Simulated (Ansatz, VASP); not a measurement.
BiTe in VASP and in Ansatz

```
Bi Te
1.0
     2.42271    1.39875    3.21777
    -2.42271    1.39875    3.21777
     0.00000   -2.79750    3.21777
Bi Te
1 1
Direct
  0.50000 0.50000 0.50000
  0.00000 0.00000 0.00000
```

Change from the starting cell: strain +0.000 along x and y, -0.030 along z, atoms carried along.

Alike in both runs: task single point; functional PBE; k mesh 12 × 12 × 12; occupations gaussian, width 0.15 eV; no spin polarisation.

|  | VASP | Ansatz |
| --- | --- | --- |
| version | VASP 6.6.1 | Ansatz 0.2.0 |
| potentials or method | VASP PAW PBE potentials, release 64 (Bi_d, Te), cutoff 520 eV | scalar-relativistic, plane waves, PAW |
| valence electrons in the cell | 21 | 31 |

|  | VASP | Ansatz | Ansatz less VASP |
| --- | --- | --- | --- |
| gap on the k mesh at the Fermi level (eV) | none | none | - |
| pressure (GPa) | 1.1 | 1.2 | +0.06 |
| traceless stress, the component that is largest in VASP (GPa) | 0.15 | 0.14 | -0.002 |

A gap of «none» marks a metal or a gap that the smearing closes. VASP's potentials hold 21 valence electrons a cell and Ansatz's 31, so a difference there can come from the potentials and not from the codes.

Neither program's run includes spin-orbit coupling.
